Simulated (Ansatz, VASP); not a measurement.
Mg in VASP and in Ansatz

```
Mg
1.0
    -1.96405    1.96405    1.63665
     1.96405   -1.96405    1.63665
     1.96405    1.96405   -1.63665
Mg
1
Direct
  0.00000 0.00000 0.00000
```

Alike in both runs: task single point; functional PBE; k mesh 18 × 18 × 18; occupations gaussian, width 0.15 eV; no spin polarisation.

|  | VASP | Ansatz |
| --- | --- | --- |
| version | VASP 6.6.1 | Ansatz 0.2.0 |
| potentials or method | VASP PAW PBE potentials, release 64 (Mg), cutoff 520 eV | scalar-relativistic, plane waves, PAW |
| valence electrons in the cell | 2 | 10 |

|  | VASP | Ansatz | Ansatz less VASP |
| --- | --- | --- | --- |
| gap on the k mesh at the Fermi level (eV) | none | none | - |
| pressure (GPa) | -2.5 | -2.4 | +0.11 |
| traceless stress, the component that is largest in VASP (GPa) | 0.81 | 0.82 | +0.011 |

A gap of «none» marks a metal or a gap that the smearing closes. The functional is the same, so the differences come from potentials, cutoffs and numerics. VASP's potentials hold 2 valence electrons a cell and Ansatz's 10, so a difference there can come from the potentials and not from the codes.
